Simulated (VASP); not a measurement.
# Cu: single point with PBE

Cu:

```
Cu
1.0
     0.00000    1.81441    1.81441
     1.81441    0.00000    1.81441
     1.81441    1.81441    0.00000
Cu
1
Cartesian
  0.0000 0.0000 0.0000
```

```json
{
 "Program": "VASP 6.6.1",
 "Task": "single point",
 "Functional": "PBE",
 "Potentials or basis": "VASP PAW PBE potentials, release 64 (Cu)",
 "Cutoff": "520 eV",
 "k mesh": "20 × 20 × 20",
 "Occupations": "gaussian, width 0.1 eV",
 "Spin": "no spin polarisation",
 "Dipole correction": "no",
 "Further INCAR settings": "ALGO = Normal; EDIFF = 1e-06; NBANDS = 12"
}
```

- Pressure: 0.7 GPa

Levels at points of the mesh, in eV from the Fermi level:
```csv
k point,band 4,band 5,band 6,band 7,band 8,band 9
"(0.00, 0.00, 0.00)",-2.96,-2.16,-2.16,22.53,25.08,25.08
"(0.50, 0.00, 0.00)",-1.60,-1.60,-0.94,3.73,21.03,21.92
"(0.50, 0.50, 0.00)",-1.46,-1.46,1.53,7.06,13.02,13.02
```

Run time: 13 s on 1 thread of Intel(R) Xeon(R) 6975P-C (Granite Rapids), with other jobs on the host, peak memory 0.15 GiB.
